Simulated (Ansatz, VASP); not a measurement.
## Au: VASP beside Ansatz

```xyz
1
Lattice="2.6683 0.0000 0.0000 0.0000 2.6683 0.0000 0.0000 0.0000 2.6683" Properties=species:S:1:pos:R:3 pbc="T T T"
Au    0.0000    0.0000    0.0000
```

Alike in both runs: task single point; functional PBE; k mesh 6 × 6 × 6; occupations gaussian, width 0.1 eV; no spin polarisation.

```csv
,VASP,Ansatz
version,VASP 6.6.1,Ansatz 0.2.0
potentials or method,"VASP PAW PBE potentials, release 64 (Au), cutoff 520 eV","scalar-relativistic, plane waves, PAW"
valence electrons in the cell,11,19
```

```tsv
	VASP	Ansatz	Ansatz less VASP
gap on the k mesh at the Fermi level (eV)	none	none	-
pressure (GPa)	9.3	9.6	+0.33
```

A gap of «none» marks a metal or a gap that the smearing closes. With one functional, cell and mesh, what is left measures potentials, basis and numerics. VASP's potentials hold 11 valence electrons a cell and Ansatz's 19, so a difference there can come from the potentials and not from the codes.

The k mesh is coarse, so the values compare programs but aren't converged. Spin-orbit coupling is off throughout.
